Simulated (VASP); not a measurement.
**MoS2: single point with PBE**

MoS2:

```xyz
6
Lattice="3.2026 0.0000 0.0000 -1.6013 2.7735 0.0000 0.0000 0.0000 12.4568" Properties=species:S:1:pos:R:3 pbc="T T T"
Mo    0.0000    1.8490    3.1142
Mo    1.6013    0.9245    9.3426
S     0.0000    1.8490    7.8166
S     1.6013    0.9245    1.5882
S     0.0000    1.8490   10.8686
S     1.6013    0.9245    4.6402
```

```json
{"Program": "VASP 6.6.1", "Task": "single point", "Functional": "PBE", "Potentials or basis": "VASP PAW PBE potentials, release 64 (Mo_sv, S)", "Cutoff": "520 eV", "k mesh": "10 × 10 × 3", "Occupations": "fermi-dirac, width 0.03 eV", "Spin": "no spin polarisation", "Dipole correction": "no", "Further INCAR settings": "ALGO = Normal; EDIFF = 1e-07; NBANDS = 35"}
```

```yaml
Pressure: 2.4 GPa
Largest_force: 0.502 eV/Å
Band_gap_on_the_k_mesh: 0.87 eV (least direct gap 1.78 eV)
```

Forces in eV/Å, atoms in the order of the input:
```
Mo   0.000  0.000  0.000
Mo   0.000  0.000  0.000
S    0.000  0.000 -0.502
S    0.000  0.000 -0.502
S    0.000  0.000  0.502
S    0.000  0.000  0.502
```

Stress tensor (GPa, compression positive):
```
0.50 0.00 0.00
0.00 0.50 0.00
0.00 0.00 6.24
```

Levels at points of the mesh, in eV from the valence-band top:
```tsv
k point	band 23	band 24	band 25	band 26	band 27	band 28	band 29	band 30
(0.00, 0.00, 0.00)	-2.42	-1.28	-1.00	0.00	1.95	1.95	1.96	1.96
(0.50, 0.00, 0.00)	-1.97	-1.83	-1.47	-1.34	1.36	1.40	1.84	2.01
```

Wall time 3 min on 1 thread of Intel Xeon 8259CL, on a shared host, peak memory 0.27 GiB.

Caveat: an odd mesh through Γ misses points on the zone boundary, where band edges can lie; this functional lacks dispersion, which binds the layers, so the pressure and a relaxed spacing across them are unreliable.
